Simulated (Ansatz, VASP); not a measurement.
## Ca2B in VASP and in Ansatz

Contents of INCAR:

```
SYSTEM = Ca2B
PREC     = Accurate       ! precision mode
ENCUT    = 520            ! plane-wave cutoff, eV
EDIFF    = 1E-6           ! SCF threshold, eV
ISMEAR   = -1             ! smearing method
SIGMA    = 0.05           ! smearing width, eV
LREAL    = .FALSE.        ! projectors in reciprocal space
LASPH    = .TRUE.         ! aspherical terms in the spheres
NELM     = 100            ! most SCF steps
ALGO     = Normal         ! electronic algorithm
ISIF     = 2              ! what is computed and relaxed
LWAVE    = .FALSE.        ! write WAVECAR
LCHARG   = .TRUE.         ! write CHGCAR
GGA      = PE             ! functional
LELF     = .TRUE.         ! ELF
LVHAR    = .TRUE.       
NBANDS   = 18             ! bands
```

File KPOINTS:

```
regular mesh
0
G
  11 11 11
  0 0 0
```

The input POSCAR:

```
Ca2B
1.0
    1.9684863762     -1.1365061392      6.5739208359
    0.0000000000      2.2730122784      6.5739208359
   -1.9684863762     -1.1365061392      6.5739208359
B Ca
1 2
Direct
    0.0000000000      0.0000000000      0.0000000000
    0.2589534148      0.2589534148      0.2589534148
    0.7410465852      0.7410465852      0.7410465852
```

Input for Ansatz:

```yaml
crystal:
  lattice:
    - [1.9684863762, -1.1365061392, 6.5739208359]
    - [0.0, 2.2730122784, 6.5739208359]
    - [-1.9684863762, -1.1365061392, 6.5739208359]
  atoms:
    - { symbol: B, position: [0.0, 0.0, 0.0] }
    - { symbol: Ca, position: [0.2589534148, 0.2589534148, 0.2589534148] }
    - { symbol: Ca, position: [0.7410465852, 0.7410465852, 0.7410465852] }
kpoints:
  mp_grid: { grid: [11, 11, 11] }
scf:
  occupations: { method: fermi_dirac, width: 0.05 }
hamiltonian:
  xc: pbe
  pseudopotentials: { kind: nc }
output:
  forces: true
  stress: true
  eigenvalues: true
```

Alike in both runs: task single point; functional PBE; k mesh 11 × 11 × 11; occupations fermi-dirac, width 0.05 eV; no spin polarisation.

```csv
,VASP,Ansatz
version,VASP 6.6.1,Ansatz 0.2.0
potentials or method,"VASP PAW PBE potentials, release 64 (B, Ca_sv)",scalar-relativistic
plane-wave cutoff (eV),520,1116
valence electrons in the cell,23,23
```

|  | VASP | Ansatz | Ansatz less VASP |
| --- | --- | --- | --- |
| pressure (GPa) | 0.1 | 0.0 | -0.08 |
| rms of the force components (eV/Å) | 0.007 | 0.001 | -0.0063 |

Atom by atom the forces differ by 0.008 eV/Å (rms over components).
